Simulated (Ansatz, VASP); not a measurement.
Rh: VASP beside Ansatz

File INCAR:

```
ALGO = Fast
EDIFF = 1E-6
ENCUT = 520
GGA = PE
ISIF = 2
ISMEAR = 0
LASPH = T
LCHARG = T
LELF = T
LREAL = F
LVHAR = T
LWAVE = F
NBANDS = 22
NELM = 60
PREC = Accurate
SIGMA = 0.15
```

Contents of KPOINTS:

```
k-points
0
Gamma
  18 18 10
```

File POSCAR:

```
Rh
1.0
    2.6704000000      0.0000000000      0.0000000000
   -1.3352000000      2.3126342383      0.0000000000
    0.0000000000      0.0000000000      4.5956000000
Rh
2
Direct
    0.6666666667      0.3333333333      0.7500000000
    0.3333333333      0.6666666667      0.2500000000
```

Input for Ansatz:

```yaml
crystal:
  lattice:
    - [2.6704, 0.0, 0.0]
    - [-1.3352, 2.3126342383, 0.0]
    - [0.0, 0.0, 4.5956]
  atoms:
    - { symbol: Rh, position: [0.6666666667, 0.3333333333, 0.75] }
    - { symbol: Rh, position: [0.3333333333, 0.6666666667, 0.25] }
basis:
  ecutwfc: 420
kpoints:
  mp_grid: { grid: [18, 18, 10] }
hamiltonian:
  xc: pbe
  pseudopotentials: { kind: paw, azcp: { folder: soft_1 } }
scf:
  occupations: { method: gaussian, width: 0.15 }
output:
  forces: true
  stress: true
  eigenvalues: true
```

Alike in both runs: task single point; functional PBE; k mesh 18 × 18 × 10; occupations gaussian, width 0.15 eV; no spin polarisation.

|  | VASP | Ansatz |
| --- | --- | --- |
| version | VASP 6.6.1 | Ansatz 0.2.0 |
| potentials or method | VASP PAW PBE potentials, release 64 (Rh_pv), cutoff 520 eV | scalar-relativistic, plane waves, PAW |
| valence electrons in the cell | 30 | 34 |

Ansatz gave:

```
gap on the k mesh at the Fermi level (eV)                     : none
pressure (GPa)                                                : -0.6
traceless stress, the component that is largest in VASP (GPa) : -10.65
```

Question: What did VASP give for the same quantities?

Answer: gap on the k mesh at the Fermi level (eV): none; pressure (GPa): -0.6; traceless stress, the component that is largest in VASP (GPa): -10.64.

A gap of «none» marks a metal or a gap that the smearing closes. VASP's potentials hold 30 valence electrons a cell and Ansatz's 34, so a difference there can come from the potentials and not from the codes.
